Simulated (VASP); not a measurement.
Input of a VASP 6.6.1 run:

INCAR

```
  ALGO = Normal
  EDIFF = 1E-6
  ENCUT = 520
  GGA = PE
  ISIF = 2
  ISMEAR = 1
  LASPH = T
  LCHARG = F
  LREAL = F
  LWAVE = F
  NBANDS = 46
  NELM = 80
  PREC = Accurate
  SIGMA = 0.15
```

The input KPOINTS:

```
k-points
0
Gamma
  3 3 3
```

File POSCAR:

```
TaSe3S
1.0
    6.8971520000      0.0000000000      0.0000000000
   -3.4485760000      5.9731090000      0.0000000000
    0.0000000000      0.0000000000      5.7869180000
S Se Ta
2 6 2
Direct
    0.3186852483      0.6688402974      0.7447219746
    0.6664489882      0.3001050207      0.2362314448
    0.1706133748      0.3471286059      0.2556535275
    0.8299234070      0.1696844976      0.7557591105
    0.6602157161      0.8262735537      0.2449813528
    0.8245297868      0.6590489141      0.7383657415
    0.1644237263      0.8177031425      0.2522100711
    0.3425670060      0.1598328442      0.7503890672
    0.0014156797      0.0034536453     -0.0069095501
    0.0000854937      0.0036213972      0.5096082232
```

Potentials or basis: VASP PAW PBE potentials, release 64 (S, Se, Ta_pv).

Launch:

```bash
$ cat potpaw_PBE.64/S/POTCAR potpaw_PBE.64/Se/POTCAR potpaw_PBE.64/Ta_pv/POTCAR > POTCAR
$ mpirun -np 1 vasp_std > vasp.out
```

(1) What does it give for the largest force?

(2) Predict the band gap on the k mesh.

(3) Estimate the pressure.

Answers

(1) 1.789 eV/Å.

(2) zero (band 35 reaches 3.00 eV, above the bottom of band 36 at 2.81 eV).

(3) 5.1 GPa.

Caveat: the k points lie up to 0.36 Å⁻¹ apart; spin-orbit coupling is left out, which moves the levels of the heavy elements; forces of over 1 eV/Å act on the atoms, so gaps and moduli don't describe the material at rest.
